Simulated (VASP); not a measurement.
# InP in VASP: a series of runs

InP is run at these levels: PBEsol; tasks: single point.

All numbers are computed with VASP 6.6.1; they aren't measurements. Logs are shortened: lines on timing, memory, paths and dates and some standing lists are left out, and cuts for length are marked.

## Step 1: The cell of the first run

The cell holds a slab with vacuum, 8 atoms: a = 3.860 Å, b = 3.860 Å, c = 26.031 Å, α = 90.00°, β = 90.00°, γ = 120.00°.

## Step 2: Single point, PBEsol

File INCAR:

```
SYSTEM = InP
PREC = Accurate ; ENCUT = 520
EDIFF = 1E-6 ; ISMEAR = 0
SIGMA = 0.1 ; LREAL = .FALSE.
LASPH = .TRUE. ; NELM = 60
ALGO = Normal ; ISIF = 2
LWAVE = .FALSE. ; LCHARG = .TRUE.
LDIPOL = .TRUE. ; IDIPOL = 3
DIPOL = 0.5 0.5 0.500 ; GGA = PS
LELF = .TRUE. ; LVHAR = .TRUE.
LVACPOTAV = .TRUE. ; NBANDS = 46
```

File KPOINTS:

```
regular mesh
0
G
  9 9 1
  0 0 0
```

File POSCAR:

```
InP
1.0
    3.8601906158      0.0000000000      0.0000000000
   -1.9300953079      3.3430231367      0.0000000000
    0.0000000000      0.0000000000     26.0314135384
P In
4 4
Direct
    0.3333333333      0.6666666667      0.2881134361
    0.0000000000      0.0000000000      0.4091914726
    0.6666666667      0.3333333333      0.5302695091
    0.3333333333      0.6666666667      0.6513475457
    0.6666666667      0.3333333333      0.3486524543
    0.3333333333      0.6666666667      0.4697304909
    0.0000000000      0.0000000000      0.5908085274
    0.6666666667      0.3333333333      0.7118865639
```

Potentials or basis: VASP PAW PBE potentials, release 64 (P, In_d).

On the command line:

```
$ cat potpaw_PBE.64/P/POTCAR potpaw_PBE.64/In_d/POTCAR > POTCAR
$ mpirun -np 1 vasp_std > vasp.out
```

OUTCAR:

```text
SYSTEM = InP
   PREC = Accurate
   ENCUT = 520
   EDIFF = 1E-6
   ISMEAR = 0
   LREAL = .FALSE.
   LASPH = .TRUE.
   NELM = 60
   ISIF = 2
   GGA = PS

 ion  position               nearest neighbor table
   1  0.333  0.667  0.288-   5 2.73   5 2.73   5 2.73
   2  0.000  0.000  0.409-   5 2.73   6 2.73   6 2.73   5 2.73   5 2.73   6 2.73
   3  0.667  0.333  0.530-   6 2.73   6 2.73   6 2.73   7 2.73   7 2.73   7 2.73
   4  0.333  0.667  0.651-   8 2.73   8 2.73   8 2.73   7 2.73   7 2.73   7 2.73
   5  0.667  0.333  0.349-   1 2.73   1 2.73   1 2.73   2 2.73   2 2.73   2 2.73   6 3.86   6 3.86
                             6 3.86
   6  0.333  0.667  0.470-   3 2.73   3 2.73   3 2.73   2 2.73   2 2.73   2 2.73   7 3.86   7 3.86
                             7 3.86   5 3.86   5 3.86   5 3.86
   7  0.000  0.000  0.591-   3 2.73   4 2.73   4 2.73   3 2.73   3 2.73   4 2.73   6 3.86   8 3.86
                             8 3.86   6 3.86   8 3.86   6 3.86
   8  0.667  0.333  0.712-   4 2.73   4 2.73   4 2.73   7 3.86   7 3.86   7 3.86

  LATTYP: Found a hexagonal cell.
 ALAT       =     3.8601906158
 C/A-ratio  =     6.7435565052

  Lattice vectors:

 A1 = (   3.8601906158,   0.0000000000,   0.0000000000)
 A2 = (  -1.9300953079,   3.3430231367,   0.0000000000)
 A3 = (   0.0000000000,   0.0000000000,  26.0314135384)

Analysis of symmetry for initial positions (statically):
=====================================================================
 Subroutine PRICEL returns:
 Original cell was already a primitive cell.

 Routine SETGRP: Setting up the symmetry group for a
 hexagonal supercell.

 Subroutine GETGRP returns: Found  6 space group operations
 (whereof  6 operations were pure point group operations)
 out of a pool of 24 trial point group operations.

The static configuration has the point symmetry C_3v.

Analysis of symmetry for dynamics (positions and initial velocities):
=====================================================================
 Subroutine PRICEL returns:
 Original cell was already a primitive cell.

 Routine SETGRP: Setting up the symmetry group for a
 hexagonal supercell.

 Subroutine GETGRP returns: Found  6 space group operations
 (whereof  6 operations were pure point group operations)
 out of a pool of 24 trial point group operations.

The dynamic configuration has the point symmetry C_3v.

 Subroutine INISYM returns: Found  6 space group operations
 (whereof  6 operations are pure point group operations),
 and found     1 'primitive' translations

----------------------------------------------------------------------------------------

                                     Primitive cell

  volume of cell :     335.9278

  direct lattice vectors                    reciprocal lattice vectors
     3.860190616  0.000000000  0.000000000     0.259054565  0.149565223  0.000000000
    -1.930095308  3.343023137  0.000000000     0.000000000  0.299130445  0.000000000
     0.000000000  0.000000000 26.031413538     0.000000000  0.000000000  0.038415125

  length of vectors
     3.860190616  3.860190616 26.031413538     0.299130445  0.299130445  0.038415125

  position of ions in fractional coordinates (direct lattice)
     0.333333333  0.666666667  0.288113436
     0.000000000  0.000000000  0.409191473
     0.666666667  0.333333333  0.530269509
     0.333333333  0.666666667  0.651347546
     0.666666667  0.333333333  0.348652454
     0.333333333  0.666666667  0.469730491
     0.000000000  0.000000000  0.590808527
     0.666666667  0.333333333  0.711886564

  ion indices of the primitive-cell ions
   primitive index   ion index
                 1           1
                 2           2
                 3           3
                 4           4
                 5           5
                 6           6
                 7           7
                 8           8

----------------------------------------------------------------------------------------

 KPOINTS: regular mesh

Automatic generation of k-mesh.
 Grid dimensions read from file:
 generate k-points for:    9    9    1

 Generating k-lattice:

  Cartesian coordinates                     Fractional coordinates (reciprocal lattice)
     0.028783841  0.016618358  0.000000000     0.111111111 -0.000000000  0.000000000
     0.000000000  0.033236716  0.000000000     0.000000000  0.111111111  0.000000000
     0.000000000  0.000000000  0.038415125     0.000000000  0.000000000  1.000000000

  Length of vectors
     0.033236716  0.033236716  0.038415125

  Shift w.r.t. Gamma in fractional coordinates (k-lattice)
     0.000000000  0.000000000  0.000000000

 Subroutine IBZKPT returns following result:
 ===========================================

 Found     12 irreducible k-points:

 Following reciprocal coordinates:
            Coordinates               Weight
  0.000000  0.000000  0.000000      1.000000
  0.111111 -0.000000  0.000000      6.000000
  0.222222  0.000000  0.000000      6.000000
  0.333333  0.000000  0.000000      6.000000
  0.444444  0.000000  0.000000      6.000000
  0.111111  0.111111  0.000000      6.000000
  0.222222  0.111111  0.000000     12.000000
  0.333333  0.111111  0.000000     12.000000
  0.444444  0.111111  0.000000      6.000000
  0.222222  0.222222  0.000000      6.000000
  0.333333  0.222222  0.000000     12.000000
  0.333333  0.333333  0.000000      2.000000
   k-points           NKPTS =     12   k-points in BZ     NKDIM =     12   number of bands    NBANDS=     46
   number of dos      NEDOS =    301   number of ions     NIONS =      8
   total plane-waves  NPLWV = 176400
   dimension x,y,z NGX =    30 NGY =   30 NGZ =  196
   dimension x,y,z NGXF=    60 NGYF=   60 NGZF=  392
   ions per type =               4   4
   NGX,Y,Z   is equivalent  to a cutoff of  12.92, 12.92, 12.52 a.u.
   NGXF,Y,Z  is equivalent  to a cutoff of  25.84, 25.84, 25.03 a.u.
 SYSTEM =  InP
   PREC   = accura    normal or accurate (medium, high low for compatibility)
   ISTART =      0    job   : 0-new  1-cont  2-samecut
   ICHARG =      2    charge: 1-file 2-atom 10-const
   ISPIN  =      1    spin polarized calculation?
   LNONCOLLINEAR =      F non collinear calculations
   LSORBIT =      F    spin-orbit coupling
   LASPH  =      T    aspherical Exc in radial PAW
   ENCUT  =  520.0 eV  38.22 Ry    6.18 a.u.   7.18  7.18 48.40*2*pi/ulx,y,z
   NELM   =     60;   NELMIN=  2; NELMDL= -5     # of ELM steps
   EDIFF  = 0.1E-05   stopping-criterion for ELM
   LREAL  =      F    real-space projection
   EDIFFG = 0.1E-04   stopping-criterion for IOM
   NSW    =      0    number of steps for IOM
   IBRION =     -1    ionic relax: 0-MD 1-quasi-New 2-CG
   NFREE  =      0    steps in history (QN), initial steepest desc. (CG)
   ISIF   =      2    stress and relaxation
   ISYM   =      2    0-nonsym 1-usesym 2-fastsym
   POTIM  = 0.5000    time-step for ionic-motion
   TEBEG  =    0.0;   TEEND  =   0.0 temperature during run
   PSTRESS=    0.0 pullay stress
   NELECT =      72.0000    total number of electrons
   NUPDOWN=      -1.0000    fix difference up-down
   EMIN   =  10.00;   EMAX   =-10.00  energy-range for DOS
   EFERMI =   0.00;   METHOD = LEGACY
   ISMEAR =     0;   SIGMA  =   0.10  broadening in eV -4-tet -1-fermi 0-gaus
   EFERMI_NEDOS =   21; number of points for ismear=-14 and -15
   IALGO  =     38    algorithm
   IMIX   =      4    mixing-type and parameters
     AMIX     =   0.40;   BMIX     =  1.00
     AMIX_MAG =   1.60;   BMIX_MAG =  1.00
  volume/ion in A,a.u.               =      41.99       283.37
  Fermi-wavevector in a.u.,A,eV,Ry     =   0.979724  1.851410 13.059673  0.959859
  Thomas-Fermi vector in A             =   2.110599
   LORBIT       =      0    0 simple, 1 ext, 2 COOP (PROOUT), +10 PAW based schemes
   GGA     = PS    functional components
   LHFCALC =     F    Hartree Fock is set to
   AEXX    =    0.0000 exact exchange contribution
   IVDW    =     0    specifies the selected vdW correction
   LEPSILON=     F    determine dielectric tensor
   LRPA    =     F    only Hartree local field effects (RPA)
 non-spin polarized calculation
 Gauss-broadening in eV      SIGMA  =   0.10
  energy-cutoff  :      520.00
  volume of cell :      335.93
 maximum number of plane-waves:      9081
 NGX is ok and might be reduce to    30
   NGX = 15   NGY = 15   NGZ = 97

 dipolmoment           0.000000      0.000000      0.088101 electrons x Angstroem

 number of electron      72.0000021 magnetization

 dipolmoment           0.000000      0.000000     -0.099258 electrons x Angstroem

 Free energy of the ion-electron system (eV)
  ---------------------------------------------------
  ext. energy  EPLUGINS =         0.00000000
  ---------------------------------------------------
  free energy    TOTEN  =       -33.11666048 eV

  energy without entropy =      -33.08648562  energy(sigma->0) =      -33.10157305

 E-fermi :   0.9535     XC(G=0):  -5.9625

 val. band max:        0.9379948648   @ k =   0.4444   0.0000   0.0000
 cond. band min:       0.9876485262   @ k =   0.2222   0.2222   0.0000
 fundamental gap:      0.0496536614
 Fermi energy:         0.9534916978

 k-point     1 :       0.0000    0.0000    0.0000
  band No.  band energies     occupation
      1     -13.3155      2.00000
      2     -13.3155      2.00000
      3     -13.2773      2.00000
      4     -13.2773      2.00000
      5     -13.2461      2.00000
      6     -13.2362      2.00000
[... 38 lines left out ...]
     45       5.6848      0.00000
     46       5.6848      0.00000

 k-point     2 :       0.1111   -0.0000    0.0000
  band No.  band energies     occupation
      1     -13.3456      2.00000
      2     -13.3069      2.00000
      3     -13.2949      2.00000
      4     -13.2713      2.00000
      5     -13.2411      2.00000
      6     -13.2308      2.00000
[... 482 lines left out ...]
 k-point    12 :       0.3333    0.3333    0.0000
  band No.  band energies     occupation
      1     -13.4880      2.00000
      2     -13.4289      2.00000
      3     -13.4168      2.00000
      4     -13.2758      2.00000
      5     -13.2102      2.00000
      6     -13.2080      2.00000
[... 38 lines left out ...]
     45       6.5171      0.00000
     46       6.9617      0.00000

------------------------ aborting loop because EDIFF is reached ----------------------------------------

  FORCE on cell =-STRESS in cart. coord.  units (eV):
  Direction    XX          YY          ZZ          XY          YZ          ZX
  --------------------------------------------------------------------------------------
  -------------------------------------------------------------------------------------
  Total       -1.9767414     -1.9767414     -1.0140177      0.0000000     -0.0000000      0.0000000
  in kB       -9.4278911     -9.4278911     -4.8362667      0.0000000     -0.0000000      0.0000000
  external PRESSURE =      -7.8973496 kB  Pullay stress =       0.0000000 kB

 VOLUME and BASIS-vectors are now :
 -----------------------------------------------------------------------------
  energy-cutoff  :      520.00
  volume of cell :      335.93
      direct lattice vectors                 reciprocal lattice vectors
     3.860190616  0.000000000  0.000000000     0.259054565  0.149565223  0.000000000
    -1.930095308  3.343023137  0.000000000     0.000000000  0.299130445  0.000000000
     0.000000000  0.000000000 26.031413538     0.000000000  0.000000000  0.038415125

 POSITION                                       TOTAL-FORCE (eV/Angst)
 -----------------------------------------------------------------------------------
     -0.00000      2.22868      7.50000         0.000000     -0.000000      0.581549
      0.00000      0.00000     10.65183         0.000000     -0.000000      0.210501
      1.93010      1.11434     13.80366         0.000000      0.000000     -0.015924
     -0.00000      2.22868     16.95550        -0.000000     -0.000000     -0.014830
      1.93010      1.11434      9.07592        -0.000000     -0.000000     -0.839968
     -0.00000      2.22868     12.22775        -0.000000     -0.000000      0.036410
      0.00000      0.00000     15.37958         0.000000      0.000000      0.220493
      1.93010      1.11434     18.53141        -0.000000     -0.000000     -0.178232
 -----------------------------------------------------------------------------------
    total drift:                                0.000000      0.000000     -0.000097

  FREE ENERGIE OF THE ION-ELECTRON SYSTEM (eV)
  ---------------------------------------------------
  free  energy   TOTEN  =       -33.1166604822 eV

  energy  without entropy=      -33.0864856229  energy(sigma->0) =      -33.10157305

 vacuum level on the upper side and lower side of the slab         5.436         6.834
```

Wall time 13 min (1 thread of Intel Xeon 6975P-C, shared host); peak memory 0.5 GiB.

What came out:

* Free energy: -33.1167 eV
* Largest force: 0.840 eV/Å
* Band gap on the k mesh: zero (band 36 reaches 1.77 eV, above the bottom of band 37 at 0.67 eV)

Forces in eV/Å, atoms in the order of the input:
```
P    0.000  0.000  0.582
P    0.000  0.000  0.211
P    0.000  0.000 -0.016
P    0.000  0.000 -0.015
In   0.000  0.000 -0.840
In   0.000  0.000  0.036
In   0.000  0.000  0.220
In   0.000  0.000 -0.178
```

Levels at points of the mesh, in eV from the Fermi level:
| k point | band 32 | band 33 | band 34 | band 35 | band 36 | band 37 | band 38 | band 39 | band 40 | band 41 |
| --- | --- | --- | --- | --- | --- | --- | --- | --- | --- | --- |
| (0.00, 0.00, 0.00) | -0.14 | -0.11 | 0.04 | 0.04 | 0.81 | 0.81 | 1.89 | 2.54 | 2.64 | 3.70 |

Caveat: the PAW data sets were made with another functional, which shifts forces and pressure a little; spin-orbit coupling is left out, which moves the levels of the heavy elements.

## Step 3: Single point, PBEsol

File INCAR:

```
SYSTEM = InP
  ALGO = Normal
  DIPOL = 0.5 0.5 0.500
  EDIFF = 1E-6
  ENCUT = 520
  GGA = PS
  IDIPOL = 3
  ISIF = 2
  ISMEAR = 0
  LASPH = .True.
  LCHARG = .True.
  LDIPOL = .True.
  LELF = .True.
  LREAL = .False.
  LVACPOTAV = .True.
  LVHAR = .True.
  LWAVE = .False.
  NBANDS = 46
  NELM = 60
  PREC = Accurate
  SIGMA = 0.1
```

File KPOINTS:

```
k-points
0
Gamma
  9 9 1
  0 0 0
```

File POSCAR:

```
InP
1.0
    3.8601906158      0.0000000000      0.0000000000
   -1.9300953079      3.3430231367      0.0000000000
    0.0000000000      0.0000000000     26.0314135384
P In
4 4
Direct
    0.3333333333      0.6666666667      0.2943824802
    0.0000000000      0.0000000000      0.4109915681
    0.6666666667      0.3333333333      0.5298584129
    0.3333333333      0.6666666667      0.6501598763
    0.6666666667      0.3333333333      0.3440788973
    0.3333333333      0.6666666667      0.4696057369
    0.0000000000      0.0000000000      0.5915423410
    0.6666666667      0.3333333333      0.7093806874
```

Potentials or basis: VASP PAW PBE potentials, release 64 (P, In_d).

On the command line:

```
$ cat potpaw_PBE.64/P/POTCAR potpaw_PBE.64/In_d/POTCAR > POTCAR
$ mpirun -np 1 vasp_std > vasp.out
```

It took 14 min on 1 thread of Intel Xeon 6975P-C, shared host; peak memory 0.49 GiB.

The run converged. Its results:

```yaml
Free_energy: -33.2281 eV
Largest_force: 0.008 eV/Å
Band_gap_on_the_k_mesh: zero (band 36 reaches 1.59 eV, above the bottom of band 37 at 0.72 eV)
```

Forces on the atoms (eV/Å):
```
P    0.000  0.000 -0.007
P    0.000  0.000  0.002
P    0.000  0.000  0.000
P    0.000  0.000  0.001
In   0.000  0.000 -0.004
In   0.000  0.000 -0.002
In   0.000  0.000  0.000
In   0.000  0.000  0.008
```

Levels at points of the mesh, in eV from the Fermi level:
```
           k point  band 34  band 35  band 36  band 37  band 38  band 39
(0.00, 0.00, 0.00)     0.03     0.03     0.61     0.61     1.99     2.48
```

Caveat: the PAW data sets were made with another functional, which shifts forces and pressure a little; spin-orbit coupling is left out, which moves the levels of the heavy elements.
